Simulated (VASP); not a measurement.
InRh2, 3 atoms in the cell. Symmetry: Fm-3m, No. 225, cubic system. The conventional cell has a = 5.781 Å, b = 5.781 Å, c = 5.781 Å, α = 90.00°, β = 90.00°, γ = 90.00°. Within 3.3 Å of In (site symmetry m-3m) lie 8 Rh at 2.50 Å. Within 3.3 Å of Rh (site symmetry -43m) lie 4 In at 2.50 Å and 6 Rh at 2.89 Å. 

* Program: VASP 6.6.1
* Task: single point
* Functional: PBE
* Potentials or basis: VASP PAW PBE potentials, release 64 (In_d, Rh_pv)
* Cutoff: 520 eV
* k mesh: 7 × 7 × 7
* Occupations: fermi-dirac, width 0.1 eV
* Spin: no spin polarisation
* Dipole correction: no
* Further INCAR settings: ALGO = Normal; EDIFF = 1e-06; NBANDS = 28

Potentials or basis: VASP PAW PBE potentials, release 64 (In_d, Rh_pv).

Launch:

```console
$ cat potpaw_PBE.64/In_d/POTCAR potpaw_PBE.64/Rh_pv/POTCAR > POTCAR
$ mpirun -np 1 vasp_std > vasp.out
```

Hardware: 1 thread of Intel(R) Xeon(R) Platinum 8488C (Sapphire Rapids), on a shared host.

Estimate the wall time of this run.

Wall time 23 s on 1 thread of Intel(R) Xeon(R) Platinum 8488C (Sapphire Rapids), with other jobs on the host, peak memory 0.17 GiB. Counts: scf iterations 12, k points 20.
